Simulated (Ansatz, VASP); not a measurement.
## One calculation of Rh, two programs

File INCAR:

```
PREC     = Accurate       # precision mode
ENCUT    = 500            # plane-wave cutoff, eV
EDIFF    = 1E-6           # SCF threshold, eV
ISMEAR   = 0              # smearing method
SIGMA    = 0.1            # smearing width, eV
LREAL    = False          # projectors in reciprocal space
LASPH    = True           # aspherical terms in the spheres
NELM     = 120            # most SCF steps
ALGO     = Normal         # electronic algorithm
ISIF     = 2              # what is computed and relaxed
LWAVE    = False          # write WAVECAR
LCHARG   = False          # write CHGCAR
GGA      = PE             # functional
NBANDS   = 22             # bands
GGA_COMPAT= False
```

KPOINTS

```
Automatic mesh
0
Gamma
  3 3 1
```

The input POSCAR:

```
Rh
1.0
    2.7309790422      0.0000000000      0.0000000000
   -1.3654895211      2.3650972278      0.0000000000
    0.0000000000      0.0000000000      4.4284890000
Rh
2
Direct
    0.6666666667      0.3333333333      0.7500000000
    0.3333333333      0.6666666667      0.2500000000
```

Input for Ansatz:

```yaml
crystal:
  lattice:
    - [2.7309790422, 0.0, 0.0]
    - [-1.3654895211, 2.3650972278, 0.0]
    - [0.0, 0.0, 4.428489]
  atoms:
    - { symbol: Rh, position: [0.6666666667, 0.3333333333, 0.75] }
    - { symbol: Rh, position: [0.3333333333, 0.6666666667, 0.25] }
basis: {}
kpoints:
  mp_grid: { grid: [3, 3, 1] }
hamiltonian:
  xc: pbe
scf:
  occupations: { method: gaussian, width: 0.1 }
  convergence: { dr2_threshold: "1e-7 eV" }
  max_iter: 94
output:
  forces: true
  stress: true
  eigenvalues: true
```

Alike in both runs: task single point; functional PBE; k mesh 3 × 3 × 1; occupations gaussian, width 0.1 eV; no spin polarisation.

|  | VASP | Ansatz |
| --- | --- | --- |
| version | VASP 6.6.1 | Ansatz 0.2.0 |
| potentials or method | VASP PAW PBE potentials, release 64 (Rh_pv) | scalar-relativistic, plane waves, PAW |
| plane-wave cutoff (eV) | 500 | 420 |
| valence electrons in the cell | 30 | 34 |

|  | VASP | Ansatz | Ansatz less VASP |
| --- | --- | --- | --- |
| gap on the k mesh at the Fermi level (eV) | none | none | - |
| pressure (GPa) | 6.0 | 5.8 | -0.25 |
| traceless stress, the component that is largest in VASP (GPa) | -34.38 | -35.16 | -0.777 |

A gap of «none» marks a metal or a gap that the smearing closes. With one functional, cell and mesh, what is left measures potentials, basis and numerics. VASP's potentials hold 30 valence electrons a cell and Ansatz's 34, so a difference there can come from the potentials and not from the codes. Ansatz's warnings: stress scf threshold loose.

The k mesh is coarse, so the values compare programs but aren't converged.
